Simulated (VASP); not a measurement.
# PrBi3H (Pm-3m) in VASP: notebook

The runs below take PrBi3H through single point, with PBE.

Everything below comes from runs of VASP 6.6.1. Logs are shortened: lines on timing, memory, paths and dates and some standing lists are left out, and cuts for length are marked.

**1. The cell of the first run**

The structure is cubic, space group Pm-3m (No. 221). The conventional cell has a = 5.175 Å, b = 5.175 Å, c = 5.175 Å, α = 90.00°, β = 90.00°, γ = 90.00°. Pr (site symmetry m-3m) has 6 Bi at 2.59 Å within 3.4 Å. Within 3.4 Å of Bi (site symmetry 4/mmm) lie 2 Pr at 2.59 Å. Within 4.8 Å of H (site symmetry m-3m) lie 12 Bi at 3.66 Å and 8 Pr at 4.48 Å.

**2. Single point, PBE**

INCAR

```
PREC = Accurate
ENCUT = 520
EDIFF = 1E-6
ISMEAR = 0
SIGMA = 0.1
LREAL = False
LASPH = True
NELM = 100
ALGO = Normal
ISIF = 2
LWAVE = False
LCHARG = False
GGA = PE
NBANDS = 38
```

KPOINTS

```
regular mesh
0
Gamma
  4 4 4
```

POSCAR

```
PrBi3H
1.0
    5.1751031700      0.0000000000      0.0000000000
    0.0000000000      5.1751031700      0.0000000000
    0.0000000000      0.0000000000      5.1751031700
Pr Bi H
1 3 1
Direct
    0.5000000000      0.5000000000      0.5000000000
    0.0000000000      0.5000000000      0.5000000000
    0.5000000000      0.0000000000      0.5000000000
    0.5000000000      0.5000000000      0.0000000000
    0.0000000000      0.0000000000      0.0000000000
```

Potentials or basis: VASP PAW PBE potentials, release 64 (Pr, Bi_d, H).

Launch:

```console
cat potpaw_PBE.64/Pr/POTCAR potpaw_PBE.64/Bi_d/POTCAR potpaw_PBE.64/H/POTCAR > POTCAR
mpirun -np 1 vasp_std > vasp.out
```

OUTCAR:

```text
PREC = Accurate
   ENCUT = 520
   EDIFF = 1E-6
   ISMEAR = 0
   LREAL = False
   LASPH = True
   NELM = 100
   ISIF = 2
   GGA = PE

 ion  position               nearest neighbor table
   1  0.500  0.500  0.500-   2 2.59   3 2.59   4 2.59   4 2.59   3 2.59   2 2.59
   2  0.000  0.500  0.500-   1 2.59   1 2.59   4 3.66   4 3.66   3 3.66   3 3.66   3 3.66   4 3.66
                             4 3.66   3 3.66
   3  0.500  0.000  0.500-   1 2.59   1 2.59   4 3.66   4 3.66   2 3.66   2 3.66   4 3.66   4 3.66
                             2 3.66   2 3.66
   4  0.500  0.500  0.000-   1 2.59   1 2.59   3 3.66   2 3.66   2 3.66   3 3.66   3 3.66   3 3.66
                             2 3.66   2 3.66
   5  0.000  0.000  0.000-

  LATTYP: Found a simple cubic cell.
 ALAT       =     5.1751031700

  Lattice vectors:

 A1 = (   5.1751031700,   0.0000000000,   0.0000000000)
 A2 = (   0.0000000000,   5.1751031700,   0.0000000000)
 A3 = (   0.0000000000,   0.0000000000,   5.1751031700)

Analysis of symmetry for initial positions (statically):
=====================================================================
 Subroutine PRICEL returns:
 Original cell was already a primitive cell.

 Routine SETGRP: Setting up the symmetry group for a
 simple cubic supercell.

 Subroutine GETGRP returns: Found 48 space group operations
 (whereof 48 operations were pure point group operations)
 out of a pool of 48 trial point group operations.

The static configuration has the point symmetry O_h .

Analysis of symmetry for dynamics (positions and initial velocities):
=====================================================================
 Subroutine PRICEL returns:
 Original cell was already a primitive cell.

 Routine SETGRP: Setting up the symmetry group for a
 simple cubic supercell.

 Subroutine GETGRP returns: Found 48 space group operations
 (whereof 48 operations were pure point group operations)
 out of a pool of 48 trial point group operations.

The dynamic configuration has the point symmetry O_h .

 Subroutine INISYM returns: Found 48 space group operations
 (whereof 48 operations are pure point group operations),
 and found     1 'primitive' translations

----------------------------------------------------------------------------------------

                                     Primitive cell

  volume of cell :     138.5980

  direct lattice vectors                    reciprocal lattice vectors
     5.175103170  0.000000000  0.000000000     0.193232863  0.000000000  0.000000000
     0.000000000  5.175103170  0.000000000     0.000000000  0.193232863  0.000000000
     0.000000000  0.000000000  5.175103170     0.000000000  0.000000000  0.193232863

  length of vectors
     5.175103170  5.175103170  5.175103170     0.193232863  0.193232863  0.193232863

  position of ions in fractional coordinates (direct lattice)
     0.500000000  0.500000000  0.500000000
     0.000000000  0.500000000  0.500000000
     0.500000000  0.000000000  0.500000000
     0.500000000  0.500000000  0.000000000
     0.000000000  0.000000000  0.000000000

  ion indices of the primitive-cell ions
   primitive index   ion index
                 1           1
                 2           2
                 3           3
                 4           4
                 5           5

----------------------------------------------------------------------------------------

 KPOINTS: regular mesh

Automatic generation of k-mesh.
 Grid dimensions read from file:
 generate k-points for:    4    4    4

 Generating k-lattice:

  Cartesian coordinates                     Fractional coordinates (reciprocal lattice)
     0.048308216  0.000000000  0.000000000     0.250000000  0.000000000  0.000000000
     0.000000000  0.048308216  0.000000000     0.000000000  0.250000000  0.000000000
     0.000000000  0.000000000  0.048308216     0.000000000  0.000000000  0.250000000

  Length of vectors
     0.048308216  0.048308216  0.048308216

  Shift w.r.t. Gamma in fractional coordinates (k-lattice)
     0.000000000  0.000000000  0.000000000

 Subroutine IBZKPT returns following result:
 ===========================================

 Found     10 irreducible k-points:

 Following reciprocal coordinates:
            Coordinates               Weight
  0.000000  0.000000  0.000000      1.000000
  0.250000  0.000000  0.000000      6.000000
  0.500000  0.000000  0.000000      3.000000
  0.250000  0.250000  0.000000     12.000000
  0.500000  0.250000  0.000000     12.000000
  0.500000  0.500000  0.000000      3.000000
  0.250000  0.250000  0.250000      8.000000
  0.500000  0.250000  0.250000     12.000000
  0.500000  0.500000  0.250000      6.000000
  0.500000  0.500000  0.500000      1.000000
   k-points           NKPTS =     10   k-points in BZ     NKDIM =     10   number of bands    NBANDS=     38
   number of dos      NEDOS =    301   number of ions     NIONS =      5
   total plane-waves  NPLWV =  64000
   dimension x,y,z NGX =    40 NGY =   40 NGZ =   40
   dimension x,y,z NGXF=    80 NGYF=   80 NGZF=   80
   ions per type =               1   3   1
   NGX,Y,Z   is equivalent  to a cutoff of  12.85, 12.85, 12.85 a.u.
   NGXF,Y,Z  is equivalent  to a cutoff of  25.70, 25.70, 25.70 a.u.
 SYSTEM =  unknown system
   PREC   = accura    normal or accurate (medium, high low for compatibility)
   ISTART =      0    job   : 0-new  1-cont  2-samecut
   ICHARG =      2    charge: 1-file 2-atom 10-const
   ISPIN  =      1    spin polarized calculation?
   LNONCOLLINEAR =      F non collinear calculations
   LSORBIT =      F    spin-orbit coupling
   LASPH  =      T    aspherical Exc in radial PAW
   ENCUT  =  520.0 eV  38.22 Ry    6.18 a.u.   9.62  9.62  9.62*2*pi/ulx,y,z
   NELM   =    100;   NELMIN=  2; NELMDL= -5     # of ELM steps
   EDIFF  = 0.1E-05   stopping-criterion for ELM
   LREAL  =      F    real-space projection
   EDIFFG = 0.1E-04   stopping-criterion for IOM
   NSW    =      0    number of steps for IOM
   IBRION =     -1    ionic relax: 0-MD 1-quasi-New 2-CG
   NFREE  =      0    steps in history (QN), initial steepest desc. (CG)
   ISIF   =      2    stress and relaxation
   ISYM   =      2    0-nonsym 1-usesym 2-fastsym
   POTIM  = 0.5000    time-step for ionic-motion
   TEBEG  =    0.0;   TEEND  =   0.0 temperature during run
   PSTRESS=    0.0 pullay stress
   NELECT =      59.0000    total number of electrons
   NUPDOWN=      -1.0000    fix difference up-down
   EMIN   =  10.00;   EMAX   =-10.00  energy-range for DOS
   EFERMI =   0.00;   METHOD = LEGACY
   ISMEAR =     0;   SIGMA  =   0.10  broadening in eV -4-tet -1-fermi 0-gaus
   EFERMI_NEDOS =   21; number of points for ismear=-14 and -15
   IALGO  =     38    algorithm
   IMIX   =      4    mixing-type and parameters
     AMIX     =   0.40;   BMIX     =  1.00
     AMIX_MAG =   1.60;   BMIX_MAG =  1.00
  volume/ion in A,a.u.               =      27.72       187.06
  Fermi-wavevector in a.u.,A,eV,Ry     =   1.231515  2.327227 20.635004  1.516630
  Thomas-Fermi vector in A             =   2.366322
   LORBIT       =      0    0 simple, 1 ext, 2 COOP (PROOUT), +10 PAW based schemes
   GGA     = PE    functional components
   LHFCALC =     F    Hartree Fock is set to
   AEXX    =    0.0000 exact exchange contribution
   IVDW    =     0    specifies the selected vdW correction
   LEPSILON=     F    determine dielectric tensor
   LRPA    =     F    only Hartree local field effects (RPA)
 non-spin polarized calculation
 Gauss-broadening in eV      SIGMA  =   0.10
  energy-cutoff  :      520.00
  volume of cell :      138.60
 maximum number of plane-waves:      3771
 NGX is ok and might be reduce to    40
   NGX = 19   NGY = 19   NGZ = 19

 number of electron      58.9999963 magnetization

 Free energy of the ion-electron system (eV)
  ---------------------------------------------------
  ext. energy  EPLUGINS =         0.00000000
  ---------------------------------------------------
  free energy    TOTEN  =       -11.68604768 eV

  energy without entropy =      -11.62408440  energy(sigma->0) =      -11.65506604

 E-fermi :   5.5713     XC(G=0):  -9.5236

 val. band max:        5.5406129305   @ k =   0.2500   0.2500   0.2500
 cond. band min:       5.5921230846   @ k =   0.2500   0.2500   0.0000
 fundamental gap:      0.0515101541
 Fermi energy:         5.5712944077

 k-point     1 :       0.0000    0.0000    0.0000
  band No.  band energies     occupation
      1     -29.9148      2.00000
      2     -17.2527      2.00000
      3     -17.2527      2.00000
      4     -17.1415      2.00000
      5     -17.1415      2.00000
      6     -17.1415      2.00000
[... 30 lines left out ...]
     37       7.3652      0.00000
     38       7.3652      0.00000

 k-point     2 :       0.2500    0.0000    0.0000
  band No.  band energies     occupation
      1     -29.8973      2.00000
      2     -17.4458      2.00000
      3     -17.2524      2.00000
      4     -17.1402      2.00000
      5     -17.1228      2.00000
      6     -17.1228      2.00000
[... 30 lines left out ...]
     37       7.0903      0.00000
     38       7.8709      0.00000

 k-point     3 :       0.5000    0.0000    0.0000
  band No.  band energies     occupation
      1     -29.8797      2.00000
      2     -17.6618      2.00000
      3     -17.2522      2.00000
      4     -17.1389      2.00000
      5     -17.0793      2.00000
      6     -17.0793      2.00000
[... 30 lines left out ...]
     37       7.1130      0.00000
     38       7.3869      0.00000

 k-point     4 :       0.2500    0.2500    0.0000
  band No.  band energies     occupation
      1     -29.8798      2.00000
      2     -17.4781      2.00000
      3     -17.4273      2.00000
      4     -17.1456      2.00000
      5     -17.1368      2.00000
      6     -17.1090      2.00000
[... 30 lines left out ...]
     37       7.4955      0.00000
     38       7.6017      0.00000
[... 129 lines left out ...]
      4     -17.4308      2.00000
      5     -17.0929      2.00000
      6     -17.0600      2.00000
[... 30 lines left out ...]
     37       7.5880      0.00000
     38       7.8390      0.00000

 k-point     9 :       0.5000    0.5000    0.2500
  band No.  band energies     occupation
      1     -29.8265      2.00000
      2     -17.7031      2.00000
      3     -17.7031      2.00000
      4     -17.4793      2.00000
      5     -17.0668      2.00000
      6     -17.0583      2.00000
[... 30 lines left out ...]
     37       7.6597      0.00000
     38       7.6597      0.00000

 k-point    10 :       0.5000    0.5000    0.5000
  band No.  band energies     occupation
      1     -29.8084      2.00000
      2     -17.7169      2.00000
      3     -17.7169      2.00000
      4     -17.7169      2.00000
      5     -17.0588      2.00000
      6     -17.0588      2.00000
[... 30 lines left out ...]
     37       9.0750      0.00000
     38       9.0750      0.00000

------------------------ aborting loop because EDIFF is reached ----------------------------------------

  FORCE on cell =-STRESS in cart. coord.  units (eV):
  Direction    XX          YY          ZZ          XY          YZ          ZX
  --------------------------------------------------------------------------------------
  -------------------------------------------------------------------------------------
  Total       23.1028649     23.1028649     23.1028649      0.0000000     -0.0000000      0.0000000
  in kB      267.0664816    267.0664816    267.0664816      0.0000000     -0.0000000      0.0000000
  external PRESSURE =     267.0664816 kB  Pullay stress =       0.0000000 kB

 VOLUME and BASIS-vectors are now :
 -----------------------------------------------------------------------------
  energy-cutoff  :      520.00
  volume of cell :      138.60
      direct lattice vectors                 reciprocal lattice vectors
     5.175103170  0.000000000  0.000000000     0.193232863  0.000000000  0.000000000
     0.000000000  5.175103170  0.000000000     0.000000000  0.193232863  0.000000000
     0.000000000  0.000000000  5.175103170     0.000000000  0.000000000  0.193232863

 POSITION                                       TOTAL-FORCE (eV/Angst)
 -----------------------------------------------------------------------------------
      2.58755      2.58755      2.58755         0.000000      0.000000      0.000000
      0.00000      2.58755      2.58755         0.000000      0.000000      0.000000
      2.58755      0.00000      2.58755         0.000000      0.000000      0.000000
      2.58755      2.58755      0.00000         0.000000      0.000000      0.000000
      0.00000      0.00000      0.00000         0.000000      0.000000      0.000000
 -----------------------------------------------------------------------------------
    total drift:                               -0.000000     -0.000000     -0.000000

  FREE ENERGIE OF THE ION-ELECTRON SYSTEM (eV)
  ---------------------------------------------------
  free  energy   TOTEN  =       -11.6860476804 eV

  energy  without entropy=      -11.6240843961  energy(sigma->0) =      -11.65506604
```

Run time: 2.1 min. Hardware: 1 thread of Intel Xeon Platinum 8488C (Sapphire Rapids), shared host; peak memory 0.28 GiB.

Results:

```
Free energy : -11.6860 eV
Pressure    : 26.7 GPa
```

Levels at points of the mesh, in eV from the Fermi level:
| k point | band 27 | band 28 | band 29 | band 30 | band 31 | band 32 |
| --- | --- | --- | --- | --- | --- | --- |
| (0.00, 0.00, 0.00) | -0.43 | -0.43 | -0.43 | 0.14 | 0.14 | 0.14 |
| (0.50, 0.00, 0.00) | -0.85 | -0.85 | -0.81 | 0.16 | 0.16 | 0.34 |
| (0.50, 0.50, 0.00) | -1.71 | -1.09 | -1.09 | -0.20 | 0.16 | 0.42 |
| (0.50, 0.50, 0.50) | -2.27 | -2.27 | -1.05 | 0.46 | 0.46 | 0.46 |

Caveat: spin-orbit coupling is left out, which moves the levels of the heavy elements; without U or exact exchange the open f shell lies at the Fermi level, which spoils levels, moments and volumes.

**3. Single point, PBE**

This run uses another cell than the first one, of 45.08 Å³/atom, 1.626 times its volume.

Changes to INCAR since step 2:

```diff
@@ -2,3 +2,3 @@
 ENCUT = 520
-EDIFF = 1E-6
+EDIFF = 1E-7
 ISMEAR = 0
@@ -7,3 +7,3 @@
 LASPH = True
-NELM = 100
+NELM = 80
 ALGO = Normal
```

KPOINTS

```
Automatic mesh
0
Gamma
  4 4 4
```

Changes to POSCAR since step 2:

```diff
@@ -2,5 +2,5 @@
 1.0
-    5.1751031700      0.0000000000      0.0000000000
-    0.0000000000      5.1751031700      0.0000000000
-    0.0000000000      0.0000000000      5.1751031700
+    6.0859552240      0.0000000000      0.0000000000
+    0.0000000000      6.0859552240      0.0000000000
+    0.0000000000      0.0000000000      6.0859552240
 Pr Bi H
```

Potentials or basis: VASP PAW PBE potentials, release 64 (Pr, Bi_d, H).

Launch:

```console
cat potpaw_PBE.64/Pr/POTCAR potpaw_PBE.64/Bi_d/POTCAR potpaw_PBE.64/H/POTCAR > POTCAR
mpirun -np 1 vasp_std > vasp.out
```

Run time: 3.6 min. Hardware: 1 thread of Intel Xeon Platinum 8488C (Sapphire Rapids), shared host; peak memory 0.35 GiB.

It converged, with:

```yaml
Free_energy: -15.8330 eV
Pressure: -1.3 GPa
```

Levels at points of the mesh, in eV from the Fermi level:
```tsv
k point	band 28	band 29	band 30	band 31	band 32	band 33
(0.00, 0.00, 0.00)	-0.05	-0.05	0.00	0.00	0.00	0.22
(0.50, 0.00, 0.00)	-0.57	-0.17	-0.01	-0.01	0.21	0.22
(0.50, 0.50, 0.00)	-0.36	-0.36	-0.17	-0.02	0.22	0.28
(0.50, 0.50, 0.50)	-1.30	-0.42	0.23	0.27	0.27	0.27
```

Caveat: spin-orbit coupling is left out, which moves the levels of the heavy elements; without U or exact exchange the open f shell lies at the Fermi level, which spoils levels, moments and volumes. Spin polarisation is off, so any magnetic state and its effect on volume and gap are missing.

**4. Single point, PBE**

This run uses another cell than the first one, of 45.58 Å³/atom, 1.644 times its volume.

INCAR

```
SYSTEM = PrBi3H
PREC = Accurate ; ENCUT = 520
EDIFF = 1E-7 ; ISMEAR = 0
SIGMA = 0.1 ; LREAL = .FALSE.
LASPH = .TRUE. ; NELM = 100
ALGO = Normal ; ISIF = 2
LWAVE = .FALSE. ; LCHARG = .FALSE.
GGA = PE ; NBANDS = 38
```

KPOINTS

```
Automatic mesh
0
G
  6 6 6
  0 0 0
```

Changes to POSCAR since step 3:

```diff
@@ -2,5 +2,5 @@
 1.0
-    6.0859552240      0.0000000000      0.0000000000
-    0.0000000000      6.0859552240      0.0000000000
-    0.0000000000      0.0000000000      6.0859552240
+    6.1080525371      0.0000000000      0.0000000000
+    0.0000000000      6.1080525371      0.0000000000
+    0.0000000000      0.0000000000      6.1080525371
 Pr Bi H
```

Launch:

```console
cat potpaw_PBE.64/Pr/POTCAR potpaw_PBE.64/Bi_d/POTCAR potpaw_PBE.64/H/POTCAR > POTCAR
mpirun -np 1 vasp_std > vasp.out
```

It took 5.7 min on 1 thread of Intel Xeon Platinum 8488C (Sapphire Rapids), shared host; peak memory 0.43 GiB.

Results (log left out):

* Free energy: -15.7542 eV
* Pressure: -1.3 GPa

Levels at points of the mesh, in eV from the Fermi level:
```csv
k point,band 25,band 26,band 27,band 28,band 29,band 30,band 31,band 32,band 33,band 34
"(0.00, 0.00, 0.00)",-1.01,-0.40,-0.07,-0.07,-0.07,-0.01,-0.01,-0.01,0.21,1.01
"(0.50, 0.00, 0.00)",-0.63,-0.63,-0.59,-0.59,-0.19,-0.02,-0.02,0.21,0.21,0.35
"(0.50, 0.50, 0.00)",-1.33,-0.55,-0.55,-0.39,-0.39,-0.20,-0.01,0.20,0.27,0.31
"(0.50, 0.50, 0.50)",-1.79,-1.79,-1.32,-1.32,-0.40,0.21,0.27,0.27,0.27,0.36
```

Caveat: spin-orbit coupling is left out, which moves the levels of the heavy elements; without U or exact exchange the open f shell lies at the Fermi level, which spoils levels, moments and volumes. Spin polarisation is off, so any magnetic state and its effect on volume and gap are missing.

**5. Overview**

| cell | k mesh | gap on the mesh (eV) | pressure (GPa) |
| --- | --- | --- | --- |
| a = 5.175 Å, 5 atoms | 4 × 4 × 4 | none | 26.7 |
| a = 6.086 Å, 5 atoms | 4 × 4 × 4 | none | -1.3 |
| a = 6.108 Å, 5 atoms | 6 × 6 × 6 | none | -1.3 |

Alike in all rows: task single point; level PBE; potentials or basis VASP PAW PBE potentials, release 64 (Pr, Bi_d, H); no spin polarisation; cutoff (eV) 520; smearing gaussian 0.1 eV.

Caveats: spin-orbit coupling is left out, which moves the levels of the heavy elements; without U or exact exchange the open f shell lies at the Fermi level, which spoils levels, moments and volumes.

Total energies depend on the potentials used, so only differences within one code and one set of settings carry meaning.
